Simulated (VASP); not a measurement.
Sn, 2 atoms in the cell. It takes space group I4_1/amd (No. 141, tetragonal). Conventional cell: a = 5.841 Å, b = 5.841 Å, c = 3.177 Å, α = 90.00°, β = 90.00°, γ = 90.00°. Sn (site symmetry -4m2) has 10 Sn at 3.03 to 3.77 Å within 4.0 Å. 

| Item | Value |
| --- | --- |
| Program | VASP 6.6.1 |
| Task | single point |
| Functional | PBE |
| Potentials or basis | VASP PAW PBE potentials, release 64 (Sn_d) |
| Cutoff | 520 eV |
| k mesh | 9 × 9 × 9 |
| Occupations | fermi-dirac, width 0.05 eV |
| Spin | no spin polarisation |
| Dipole correction | no |
| Further INCAR settings | ALGO = Normal; EDIFF = 1e-06; NBANDS = 21 |

Potentials or basis: VASP PAW PBE potentials, release 64 (Sn_d).

The run is started by

```bash
$ cat potpaw_PBE.64/Sn_d/POTCAR > POTCAR
$ mpirun -np 1 vasp_std > vasp.out
```

Hardware: 1 thread of AMD EPYC 7R13 Processor (Zen 3), on a shared host.

Task: Estimate the wall time of this run.

Result: Wall time 71 s on 1 thread of AMD EPYC 7R13 Processor (Zen 3), on a shared host, peak memory 0.2 GiB. Counts: scf iterations 10, k points 75.
